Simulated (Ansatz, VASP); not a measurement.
One calculation of ZrC, two programs

POSCAR

```
ZrC
1.0
    0.0317580200      2.3478462000      2.3382161500
    2.4063825400      0.0277899300      2.3421842400
    2.4035244100      2.3489561500      0.0306480600
Zr C
1 1
Direct
    0.5028817700      0.4961493300      0.5063366100
    0.9971182300      0.0038506700      0.9936633900
```

The input INCAR.step1:

```
SYSTEM = ZrC
  PREC = Accurate
  ENCUT = 520
  EDIFF = 1E-5
  ISMEAR = -1
  SIGMA = 0.05
  LREAL = .FALSE.
  LASPH = .TRUE.
  NELM = 60
  ALGO = Normal
  ISIF = 2
  LWAVE = .TRUE.
  LCHARG = .FALSE.
  NBANDS = 15
  GGA = PE
```

Contents of INCAR.step2:

```
SYSTEM = ZrC
  PREC = Accurate
  ENCUT = 520
  EDIFF = 1E-6
  ISMEAR = -1
  SIGMA = 0.05
  LREAL = .FALSE.
  LASPH = .TRUE.
  NELM = 60
  ALGO = Normal
  ISIF = 2
  LWAVE = .FALSE.
  LCHARG = .FALSE.
  GGA = PE
  LHFCALC = .TRUE.
  AEXX = 0.25
  HFSCREEN = 0.4
  PRECFOCK = Normal
  NBANDS = 15
  ISTART = 1
```

KPOINTS

```
regular mesh
0
G
  5 5 5
  0 0 0
```

input

```
crystal:
  lattice:
    - [0.03175802, 2.3478462, 2.33821615]
    - [2.40638254, 0.02778993, 2.34218424]
    - [2.40352441, 2.34895615, 0.03064806]
  atoms:
    - { symbol: Zr, position: [0.50288177, 0.49614933, 0.50633661] }
    - { symbol: C, position: [0.99711823, 0.00385067, 0.99366339] }
hamiltonian:
  xc: { exchange: pbe, correlation: pbe, exx: { coeff: 0.25, omega: 0.4 } }
  pseudopotentials: { kind: paw }
kpoints:
  mp_grid: { grid: [5, 5, 5] }
scf:
  occupations: { method: fermi_dirac, width: 0.05 }
output:
  forces: true
  stress: true
  eigenvalues: true
  write_density: true
  write_potential: true
  elf: true
  volumetric_format: npy
```

Alike in both runs: task single point; functional PBE-based screened hybrid with a share of 0.25 of exact exchange and HFSCREEN = 0.4; k mesh 5 × 5 × 5; occupations fermi-dirac, width 0.05 eV; no spin polarisation.

```csv
,VASP,Ansatz
version,VASP 6.6.1,Ansatz 0.2.0
potentials or method,"VASP PAW PBE potentials, release 64 (Zr_sv, C)",Ansatz PAW
plane-wave cutoff (eV),520,420
valence electrons in the cell,16,16
```

|  | VASP | Ansatz | Ansatz less VASP |
| --- | --- | --- | --- |
| gap on the k mesh at the Fermi level (eV) | none | none | - |
| pressure (GPa) | 0.5 | 0.3 | -0.21 |
| traceless stress, the component that is largest in VASP (GPa) | -5.11 | -5.08 | +0.028 |
| rms of the force components (eV/Å) | 0.100 | 0.099 | -0.0008 |

VASP's potentials were made for PBE, not for PBE-based screened hybrid. Atom by atom the forces differ by 0.001 eV/Å (rms over components). A gap of «none» marks a metal or a gap that the smearing closes. The functional is the same, so the differences come from potentials, cutoffs and numerics.

The k mesh is coarse, so the values compare programs but aren't converged.
